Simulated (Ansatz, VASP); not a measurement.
## BP in VASP and in Ansatz

```
B P
1.0
     0.00000    2.37788    2.22345
     2.37788    0.00000    2.22345
     2.37788    2.37788    0.00000
B P
1 1
Cartesian
  0.0000 0.0000 0.0000
  1.1889 1.1889 1.1117
```

Change from the starting cell: epitaxial_xy strain +4.8%.

Alike in both runs: task single point; functional HSE06; k mesh 6 × 6 × 6; no spin polarisation.

|  | VASP | Ansatz |
| --- | --- | --- |
| version | VASP 6.6.1 | Ansatz 0.2.0 |
| potentials or method | VASP PAW PBE potentials, release 64 (B, P) | plane waves, PAW |
| plane-wave cutoff (eV) | 520 | 420 |
| occupations | gaussian, width 0.01 eV | fixed |
| valence electrons in the cell | 8 | 8 |

```tsv
	VASP	Ansatz	Ansatz less VASP
gap on the k mesh at the Fermi level (eV)	1.20	1.21	+0.005
pressure (GPa)	-12.8	-12.3	+0.44
traceless stress, the component that is largest in VASP (GPa)	10.94	10.91	-0.030
```

Ansatz's warnings: stress exchange threshold loose, stress scf threshold loose.
